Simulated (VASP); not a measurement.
Bi, 2 atoms in the cell. The typed cell holds 2 atoms: a = 4.539 Å, b = 4.539 Å, c = 11.829 Å, α = 90.00°, β = 90.00°, γ = 120.00°.  This cell differs from its parent crystal: one atom moved.

| Item | Value |
| --- | --- |
| Program | VASP 6.6.1 |
| Task | single point |
| Functional | PBEsol |
| Potentials or basis | VASP PAW PBE potentials, release 64 (Bi_d) |
| Cutoff | 520 eV |
| k mesh | 9 × 9 × 4 |
| Occupations | gaussian, width 0.1 eV |
| Spin | no spin polarisation |
| Dipole correction | no |
| Further INCAR settings | ALGO = Normal; EDIFF = 1e-07; NBANDS = 22 |

Potentials or basis: VASP PAW PBE potentials, release 64 (Bi_d).

Launch:

```sh
$ cat potpaw_PBE.64/Bi_d/POTCAR > POTCAR
$ mpirun -np 1 vasp_std > vasp.out
```

Hardware: 1 thread of Intel(R) Xeon(R) Platinum 8488C (Sapphire Rapids), with other jobs on the host.

Problem. Estimate the wall time of this run.

Solution. Wall time 6 min on 1 thread of Intel(R) Xeon(R) Platinum 8488C (Sapphire Rapids), on a shared host, peak memory 0.76 GiB. Counts: scf iterations 14, k points 163.
